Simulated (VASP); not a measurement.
Input of a VASP 6.6.1 run:

INCAR

```
SYSTEM = WC
PREC     = Accurate       ! precision mode
ENCUT    = 520            ! plane-wave cutoff, eV
EDIFF    = 1E-7           ! SCF threshold, eV
ISMEAR   = 0              ! smearing method
SIGMA    = 0.1            ! smearing width, eV
LREAL    = .False.        ! projectors in reciprocal space
LASPH    = .True.         ! aspherical terms in the spheres
NELM     = 100            ! most SCF steps
ALGO     = Normal         ! electronic algorithm
ISIF     = 2              ! what is computed and relaxed
LWAVE    = .False.        ! write WAVECAR
LCHARG   = .True.         ! write CHGCAR
GGA      = PE             ! functional
LELF     = .True.         ! ELF
LVHAR    = .True.       
NBANDS   = 16             ! bands
```

KPOINTS

```
Automatic mesh
0
Gamma
  9 9 8
  0 0 0
```

Contents of POSCAR:

```
WC
1.0
    2.9226611779      0.0000000000      0.0000000000
   -1.4613305890      2.5310988267      0.0000000000
    0.0000000000      0.0000000000      2.8463861539
W C
1 1
Direct
    0.0000000000      0.0000000000      0.0000000000
    0.3333333333      0.6666666667      0.5000000000
```

Potentials or basis: VASP PAW PBE potentials, release 64 (W_sv, C).

Command:

```console
$ cat potpaw_PBE.64/W_sv/POTCAR potpaw_PBE.64/C/POTCAR > POTCAR
$ mpirun -np 1 vasp_std > vasp.out
```

(1) What does it give for the pressure?

(2) What does it give for the band gap on the k mesh?

## Answers

(1) 1.0 GPa.

(2) zero (band 9 reaches 11.51 eV, above the bottom of band 10 at 10.32 eV).

Caveat: spin-orbit coupling is left out, which moves the levels of the heavy elements.
